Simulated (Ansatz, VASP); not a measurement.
**Two plane-wave programs on Mg**

```
CELL_PARAMETERS angstrom
3.05030 0.00000 0.00000
-1.52515 2.64164 0.00000
0.00000 0.00000 3.13618
ATOMIC_POSITIONS crystal
Mg 0.00000 0.00000 0.00000
```

Change from the starting cell: strain +0.000 along x and y, +0.030 along z, atoms carried along.

Alike in both runs: task single point; functional LDA; k mesh 18 × 18 × 16; occupations gaussian, width 0.15 eV; no spin polarisation.

```csv
,VASP,Ansatz
version,VASP 6.6.1,Ansatz 0.2.0
potentials or method,"VASP PAW LDA potentials, release 64 (Mg), cutoff 520 eV","scalar-relativistic, plane waves, PAW"
valence electrons in the cell,2,10
```

Ansatz gave:

| Item | Value |
| --- | --- |
| gap on the k mesh at the Fermi level (eV) | none |
| pressure (GPa) | -1.1 |
| traceless stress, the component that is largest in VASP (GPa) | -0.92 |

Task: Estimate VASP's values.

Result: gap on the k mesh at the Fermi level (eV): none; pressure (GPa): -1.3; traceless stress, the component that is largest in VASP (GPa): -0.92.

LDA's correlation is that of Perdew and Zunger in VASP and of Perdew and Wang (1992) in Ansatz. A gap of «none» marks a metal or a gap that the smearing closes. VASP's potentials hold 2 valence electrons a cell and Ansatz's 10, so a difference there can come from the potentials and not from the codes.
